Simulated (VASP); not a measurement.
Au, 2 atoms in the cell. The typed cell holds 2 atoms: a = 2.898 Å, b = 2.898 Å, c = 4.851 Å, α = 90.00°, β = 90.00°, γ = 120.00°. This isn't the form of Au at room conditions, which is fcc.

| Property | Result |
| --- | --- |
| Program | VASP 6.6.1 |
| Task | single point |
| Functional | PBE |
| Potentials or basis | VASP PAW PBE potentials, release 64 (Au) |
| Cutoff | 520 eV |
| k mesh | 16 × 16 × 10 |
| Occupations | fermi-dirac, width 0.15 eV |
| Spin | no spin polarisation |
| Dipole correction | no |
| Further INCAR settings | ALGO = Fast; EDIFF = 1e-06; NBANDS = 18 |

Potentials or basis: VASP PAW PBE potentials, release 64 (Au).

Command:

```console
$ cat potpaw_PBE.64/Au/POTCAR > POTCAR
$ mpirun -np 1 vasp_std > vasp.out
```

Hardware: 1 thread of Intel(R) Xeon(R) 6975P-C (Granite Rapids), on a shared host.

Question: How long does it take, and how much memory?

Answer: Run time: 79 s on 1 thread of Intel(R) Xeon(R) 6975P-C (Granite Rapids), with other jobs on the host, peak memory 0.33 GiB. Counts: scf iterations 12, k points 438.
